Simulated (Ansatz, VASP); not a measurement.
## One calculation of Ti, two programs

```
CELL_PARAMETERS angstrom
-1.65741 1.64100 1.64100
1.64100 -1.65741 1.64100
1.64100 1.64100 -1.65741
ATOMIC_POSITIONS crystal
Ti 0.00000 0.00000 0.00000
```

Change from the starting cell: equal xy, yz and zx shear strains of -1 %, crystal datasets.

Alike in both runs: task electric field gradients; functional PBEsol; k mesh 17 × 17 × 17; occupations fermi-dirac, width 0.08 eV; no spin polarisation.

|  | VASP | Ansatz |
| --- | --- | --- |
| version | VASP 6.6.1 | Ansatz 0.2.0 |
| potentials or method | VASP PAW PBE potentials, release 64 (Ti_sv), cutoff 400 eV | all-electron PAW with datasets made for the crystal, scalar-relativistic |

|  | VASP | Ansatz | Ansatz less VASP |
| --- | --- | --- | --- |
| pressure (GPa) | -7.3 | -6.5 | +0.80 |
| traceless stress, the component that is largest in VASP (GPa) | 0.35 | 0.35 | -0.002 |
| size of Vzz on the site where it differs most (V/Å²) | 4.6 | 4.5 | -0.05 |

VASP's potentials were made for PBE, not for PBEsol. Ansatz ran all-electron here, and VASP with PAW potentials.
